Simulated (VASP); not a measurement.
# ZrH2 (Fm-3m) in VASP: single point with PBEsol

Aim: the single point of ZrH2 with PBEsol.

All numbers are computed with VASP 6.6.1; they aren't measurements. Logs are shortened: lines on timing, memory, paths and dates and some standing lists are left out, and cuts for length are marked.

**1. The cell of the first run**

Symmetry: Fm-3m, No. 225, cubic system. Conventional cell: a = 4.818 Å, b = 4.818 Å, c = 4.818 Å, α = 90.00°, β = 90.00°, γ = 90.00°. Within 2.8 Å of Zr (site symmetry m-3m) lie 8 H at 2.09 Å. Within 2.8 Å of H (site symmetry -43m) lie 4 Zr at 2.09 Å and 6 H at 2.41 Å.

**2. Single point, PBEsol**

Contents of INCAR:

```
SYSTEM = ZrH2
  ALGO = Normal
  EDIFF = 1E-6
  ENCUT = 500
  GGA = PS
  GGA_COMPAT = .FALSE.
  ISIF = 2
  ISMEAR = -1
  LASPH = .TRUE.
  LCHARG = .TRUE.
  LELF = .TRUE.
  LREAL = .FALSE.
  LVHAR = .TRUE.
  LWAVE = .FALSE.
  NBANDS = 14
  NELM = 120
  PREC = Accurate
  SIGMA = 0.15
```

Contents of KPOINTS:

```
k-points
0
G
  9 9 9
  0 0 0
```

Contents of POSCAR:

```
ZrH2
1.0
    3.4071590000      0.0000000000      0.0000000000
    1.7035795000      2.9506862487      0.0000000000
    1.7035795000      0.9835620829      2.7819336742
Zr H
1 2
Direct
    0.0000000000      0.0000000000      0.0000000000
    0.7500000000      0.7500000000      0.7500000000
    0.2500000000      0.2500000000      0.2500000000
```

Potentials or basis: VASP PAW PBE potentials, release 64 (Zr_sv, H).

The run is started by

```console
> cat potpaw_PBE.64/Zr_sv/POTCAR potpaw_PBE.64/H/POTCAR > POTCAR
> mpirun -np 1 vasp_std > vasp.out
```

OUTCAR:

```text
SYSTEM = ZrH2
   EDIFF = 1E-6
   ENCUT = 500
   GGA = PS
   ISIF = 2
   ISMEAR = -1
   LASPH = .TRUE.
   LREAL = .FALSE.
   NELM = 120
   PREC = Accurate

 ion  position               nearest neighbor table
   1  0.000  0.000  0.000-   2 2.09   3 2.09   2 2.09   3 2.09   2 2.09   3 2.09   2 2.09   3 2.09

   2  0.750  0.750  0.750-   1 2.09   1 2.09   1 2.09   1 2.09
   3  0.250  0.250  0.250-   1 2.09   1 2.09   1 2.09   1 2.09

  LATTYP: Found a face centered cubic cell.
 ALAT       =     4.8184504669

  Lattice vectors:

 A1 = (   3.4071590000,   0.0000000000,   0.0000000000)
 A2 = (   1.7035795000,   2.9506862487,   0.0000000000)
 A3 = (   1.7035795000,   0.9835620829,   2.7819336742)

Analysis of symmetry for initial positions (statically):
=====================================================================
 Subroutine PRICEL returns:
 Original cell was already a primitive cell.

 Routine SETGRP: Setting up the symmetry group for a
 face centered cubic supercell.

 Subroutine GETGRP returns: Found 48 space group operations
[... 9 lines left out ...]

 Routine SETGRP: Setting up the symmetry group for a
 face centered cubic supercell.

 Subroutine GETGRP returns: Found 48 space group operations
[... 11 lines left out ...]
                                     Primitive cell

  volume of cell :      27.9681

  direct lattice vectors                    reciprocal lattice vectors
     3.407159000  0.000000000  0.000000000     0.293499658 -0.169452106 -0.119820733
     1.703579500  2.950686249  0.000000000     0.000000000  0.338904213 -0.119820733
     1.703579500  0.983562083  2.781933674     0.000000000  0.000000000  0.359462200

  length of vectors
     3.407159000  3.407159000  3.407159000     0.359462200  0.359462200  0.359462200

  position of ions in fractional coordinates (direct lattice)
     0.000000000  0.000000000  0.000000000
     0.750000000  0.750000000  0.750000000
     0.250000000  0.250000000  0.250000000

  ion indices of the primitive-cell ions
   primitive index   ion index
                 1           1
                 2           2
                 3           3

----------------------------------------------------------------------------------------

 KPOINTS: k-points

Automatic generation of k-mesh.
 Grid dimensions read from file:
 generate k-points for:    9    9    9

 Generating k-lattice:

  Cartesian coordinates                     Fractional coordinates (reciprocal lattice)
     0.032611073 -0.018828012 -0.013313415     0.111111111  0.000000000  0.000000000
     0.000000000  0.037656024 -0.013313415     0.000000000  0.111111111  0.000000000
     0.000000000  0.000000000  0.039940244     0.000000000  0.000000000  0.111111111

  Length of vectors
     0.039940244  0.039940244  0.039940244

  Shift w.r.t. Gamma in fractional coordinates (k-lattice)
     0.000000000  0.000000000  0.000000000

 Subroutine IBZKPT returns following result:
 ===========================================

 Found     35 irreducible k-points:

 Following reciprocal coordinates:
            Coordinates               Weight
  0.000000  0.000000  0.000000      1.000000
  0.111111  0.000000  0.000000      8.000000
  0.222222 -0.000000 -0.000000      8.000000
  0.333333  0.000000  0.000000      8.000000
  0.444444 -0.000000 -0.000000      8.000000
  0.111111  0.111111  0.000000      6.000000
[... 16 lines left out ...]
 -0.333333  0.333333  0.000000     12.000000
  0.444444  0.444444  0.000000      6.000000
 [... further k-points ...]
   k-points           NKPTS =     35   k-points in BZ     NKDIM =     35   number of bands    NBANDS=     14
   number of dos      NEDOS =    301   number of ions     NIONS =      3
   total plane-waves  NPLWV =  21952
   dimension x,y,z NGX =    28 NGY =   28 NGZ =   28
   dimension x,y,z NGXF=    56 NGYF=   56 NGZF=   56
   ions per type =               1   2
   NGX,Y,Z   is equivalent  to a cutoff of  13.66, 13.66, 13.66 a.u.
   NGXF,Y,Z  is equivalent  to a cutoff of  27.32, 27.32, 27.32 a.u.
 SYSTEM =  ZrH2
   PREC   = accura    normal or accurate (medium, high low for compatibility)
   ISTART =      0    job   : 0-new  1-cont  2-samecut
   ICHARG =      2    charge: 1-file 2-atom 10-const
   ISPIN  =      1    spin polarized calculation?
   LNONCOLLINEAR =      F non collinear calculations
   LSORBIT =      F    spin-orbit coupling
   LASPH  =      T    aspherical Exc in radial PAW
   ENCUT  =  500.0 eV  36.75 Ry    6.06 a.u.   6.21  6.21  6.21*2*pi/ulx,y,z
   NELM   =    120;   NELMIN=  2; NELMDL= -5     # of ELM steps
   EDIFF  = 0.1E-05   stopping-criterion for ELM
   LREAL  =      F    real-space projection
   EDIFFG = 0.1E-04   stopping-criterion for IOM
   NSW    =      0    number of steps for IOM
   IBRION =     -1    ionic relax: 0-MD 1-quasi-New 2-CG
   NFREE  =      0    steps in history (QN), initial steepest desc. (CG)
   ISIF   =      2    stress and relaxation
   ISYM   =      2    0-nonsym 1-usesym 2-fastsym
   POTIM  = 0.5000    time-step for ionic-motion
   TEBEG  =    0.0;   TEEND  =   0.0 temperature during run
   PSTRESS=    0.0 pullay stress
   NELECT =      14.0000    total number of electrons
   NUPDOWN=      -1.0000    fix difference up-down
   EMIN   =  10.00;   EMAX   =-10.00  energy-range for DOS
   EFERMI =   0.00;   METHOD = LEGACY
   ISMEAR =    -1;   SIGMA  =   0.15  broadening in eV -4-tet -1-fermi 0-gaus
   EFERMI_NEDOS =   21; number of points for ismear=-14 and -15
   IALGO  =     38    algorithm
   IMIX   =      4    mixing-type and parameters
     AMIX     =   0.40;   BMIX     =  1.00
     AMIX_MAG =   1.60;   BMIX_MAG =  1.00
  volume/ion in A,a.u.               =       9.32        62.91
  Fermi-wavevector in a.u.,A,eV,Ry     =   1.299861  2.456380 22.988914  1.689638
  Thomas-Fermi vector in A             =   2.431097
   LORBIT       =      0    0 simple, 1 ext, 2 COOP (PROOUT), +10 PAW based schemes
   GGA     = PS    functional components
   LHFCALC =     F    Hartree Fock is set to
   AEXX    =    0.0000 exact exchange contribution
   IVDW    =     0    specifies the selected vdW correction
   LEPSILON=     F    determine dielectric tensor
   LRPA    =     F    only Hartree local field effects (RPA)
 non-spin polarized calculation
  energy-cutoff  :      500.00
  volume of cell :       27.97
 maximum number of plane-waves:       725
 NGX is ok and might be reduce to    28
   NGX = 13   NGY = 13   NGZ = 13

 number of electron      14.0000000 magnetization

 Free energy of the ion-electron system (eV)
  ---------------------------------------------------
  ext. energy  EPLUGINS =         0.00000000
  ---------------------------------------------------
  free energy    TOTEN  =       -17.61605903 eV

  energy without entropy =      -17.53028224  energy(sigma->0) =      -17.57317064

 E-fermi :   8.2536     XC(G=0): -11.2679

 val. band max:        8.2527026046   @ k =   0.3333   0.0000   0.0000
 cond. band min:       8.3238061197   @ k =  -0.4444   0.1111   0.0000
 fundamental gap:      0.0711035150
 Fermi energy:         8.2535955389

 k-point     1 :       0.0000    0.0000    0.0000
  band No.  band energies     occupation
      1     -40.8916      2.00000
      2     -18.6780      2.00000
      3     -18.6780      2.00000
      4     -18.6780      2.00000
      5      -1.3224      2.00000
      6       7.0099      1.99950
      7       7.9354      1.78587
      8       7.9354      1.78587
      9       7.9354      1.78587
     10      10.5162      0.00000
     11      10.5162      0.00000
     12      19.1296      0.00000
     13      20.4769      0.00000
     14      20.4769      0.00000

 k-point     2 :       0.1111    0.0000    0.0000
  band No.  band energies     occupation
      1     -40.8828      2.00000
      2     -18.7589      2.00000
      3     -18.6876      2.00000
      4     -18.6876      2.00000
      5      -1.0214      2.00000
      6       5.5237      2.00000
      7       8.0878      1.50249
      8       8.0878      1.50249
      9       9.7913      0.00007
     10      10.3781      0.00000
     11      10.3781      0.00000
     12      17.5123      0.00000
     13      21.1146      0.00000
     14      21.1146      0.00000

 k-point     3 :       0.2222   -0.0000   -0.0000
  band No.  band energies     occupation
      1     -40.8604      2.00000
      2     -18.9583      2.00000
      3     -18.7118      2.00000
      4     -18.7118      2.00000
      5      -0.2498      2.00000
      6       4.1968      2.00000
      7       8.3261      0.76294
      8       8.3261      0.76294
      9      10.3342      0.00000
     10      10.3342      0.00000
     11      11.9958      0.00000
     12      16.1757      0.00000
     13      20.6568      0.00000
     14      22.7739      0.00000

 k-point     4 :       0.3333    0.0000    0.0000
  band No.  band energies     occupation
      1     -40.8347      2.00000
      2     -19.1765      2.00000
      3     -18.7391      2.00000
      4     -18.7391      2.00000
      5       0.5494      2.00000
      6       3.6159      2.00000
      7       8.2527      1.00298
      8       8.2527      1.00298
      9      10.9396      0.00000
     10      10.9396      0.00000
     11      12.9801      0.00000
     12      16.0021      0.00000
     13      18.5134      0.00000
     14      21.6240      0.00000

 k-point     5 :       0.4444   -0.0000   -0.0000
  band No.  band energies     occupation
      1     -40.8179      2.00000
      2     -19.3143      2.00000
      3     -18.7568      2.00000
      4     -18.7568      2.00000
      5       0.8638      2.00000
      6       3.7662      2.00000
      7       8.0853      1.50875
      8       8.0853      1.50875
      9      11.7295      0.00000
     10      11.7295      0.00000
     11      12.9262      0.00000
     12      14.9115      0.00000
     13      19.3389      0.00000
     14      19.8325      0.00000

 k-point     6 :       0.1111    0.1111    0.0000
  band No.  band energies     occupation
      1     -40.8799      2.00000
      2     -18.7600      2.00000
      3     -18.7035      2.00000
      4     -18.7035      2.00000
      5      -0.9161      2.00000
      6       5.2251      2.00000
      7       8.1934      1.19797
      8       8.1934      1.19797
      9       9.9105      0.00003
     10      10.1580      0.00001
     11      10.6674      0.00000
     12      17.6415      0.00000
     13      20.7705      0.00000
     14      20.7705      0.00000

 k-point     7 :       0.2222    0.1111    0.0000
  band No.  band energies     occupation
      1     -40.8620      2.00000
      2     -18.9076      2.00000
      3     -18.7326      2.00000
      4     -18.7248      2.00000
      5      -0.2781      2.00000
      6       4.1628      2.00000
      7       8.3918      0.56949
      8       8.4878      0.34683
      9       9.5028      0.00048
     10      10.7982      0.00000
     11      11.9904      0.00000
     12      16.7684      0.00000
     13      20.7278      0.00000
     14      21.3359      0.00000
[... 205 lines left out ...]
 k-point    20 :       0.3333    0.3333    0.0000
  band No.  band energies     occupation
      1     -40.8160      2.00000
      2     -19.1705      2.00000
      3     -18.8403      2.00000
      4     -18.8403      2.00000
      5       1.7667      2.00000
      6       2.4151      2.00000
      7       6.6876      1.99994
      8      10.2157      0.00000
      9      10.2157      0.00000
     10      11.6025      0.00000
     11      15.8893      0.00000
     12      17.4427      0.00000
     13      17.7868      0.00000
     14      17.7868      0.00000

 k-point    21 :       0.4444    0.3333    0.0000
  band No.  band energies     occupation
      1     -40.8018      2.00000
      2     -19.2400      2.00000
      3     -18.8961      2.00000
      4     -18.8606      2.00000
      5       2.1065      2.00000
      6       2.6139      2.00000
      7       5.9945      2.00000
      8      10.5005      0.00000
      9      11.2236      0.00000
     10      12.0056      0.00000
     11      15.3191      0.00000
     12      16.8273      0.00000
     13      17.0518      0.00000
     14      17.5705      0.00000

 k-point    22 :      -0.4444    0.3333    0.0000
  band No.  band energies     occupation
      1     -40.7943      2.00000
      2     -19.2278      2.00000
      3     -18.9981      2.00000
      4     -18.8528      2.00000
      5       2.0677      2.00000
      6       3.1362      2.00000
      7       5.7938      2.00000
      8      10.2581      0.00000
      9      11.7466      0.00000
     10      12.4358      0.00000
     11      13.5910      0.00000
     12      16.6920      0.00000
     13      17.3906      0.00000
     14      17.9375      0.00000

 k-point    23 :      -0.3333    0.3333    0.0000
  band No.  band energies     occupation
      1     -40.7968      2.00000
      2     -19.1245      2.00000
      3     -19.1119      2.00000
      4     -18.8204      2.00000
      5       2.1167      2.00000
      6       3.0127      2.00000
      7       6.2672      2.00000
      8       9.8255      0.00006
      9      10.9018      0.00000
     10      12.4135      0.00000
     11      14.3685      0.00000
     12      15.7373      0.00000
     13      17.7625      0.00000
     14      19.1486      0.00000

 k-point    24 :       0.4444    0.4444    0.0000
  band No.  band energies     occupation
      1     -40.7937      2.00000
      2     -19.3014      2.00000
      3     -18.8871      2.00000
      4     -18.8871      2.00000
      5       1.8415      2.00000
      6       3.3338      2.00000
      7       5.2742      2.00000
      8      11.7230      0.00000
      9      11.7230      0.00000
     10      11.9898      0.00000
     11      15.3798      0.00000
     12      15.3798      0.00000
     13      16.6040      0.00000
     14      17.8486      0.00000

 [... further k-points ...]
[... 5 lines left out ...]
  --------------------------------------------------------------------------------------
  -------------------------------------------------------------------------------------
  Total       -0.7653958     -0.7653958     -0.7653958      0.0000000      0.0000000     -0.0000000
  in kB      -43.8464509    -43.8464509    -43.8464509      0.0000000      0.0000000     -0.0000000
  external PRESSURE =     -43.8464509 kB  Pullay stress =       0.0000000 kB

 VOLUME and BASIS-vectors are now :
 -----------------------------------------------------------------------------
  energy-cutoff  :      500.00
  volume of cell :       27.97
      direct lattice vectors                 reciprocal lattice vectors
     3.407159000  0.000000000  0.000000000     0.293499658 -0.169452106 -0.119820733
     1.703579500  2.950686249  0.000000000     0.000000000  0.338904213 -0.119820733
     1.703579500  0.983562083  2.781933674     0.000000000  0.000000000  0.359462200

 POSITION                                       TOTAL-FORCE (eV/Angst)
 -----------------------------------------------------------------------------------
      0.00000      0.00000      0.00000        -0.000000      0.000000      0.000000
      5.11074      2.95069      2.08645         0.000000     -0.000000      0.000000
      1.70358      0.98356      0.69548        -0.000000      0.000000     -0.000000
 -----------------------------------------------------------------------------------
    total drift:                                0.000000      0.000000     -0.000000

  FREE ENERGIE OF THE ION-ELECTRON SYSTEM (eV)
  ---------------------------------------------------
  free  energy   TOTEN  =       -17.6160590305 eV

  energy  without entropy=      -17.5302822438  energy(sigma->0) =      -17.57317064
```

It took 12 s on 1 thread of AMD EPYC 9R45 (Zen 5), shared host; peak memory 0.13 GiB.

Results:

```
Free energy            : -17.6161 eV
Pressure               : -4.4 GPa
Band gap on the k mesh : zero (band 7 reaches 8.39 eV, above the bottom of band 8 at 7.94 eV)
```

Caveat: the PAW data sets were made with another functional, which shifts forces and pressure a little.
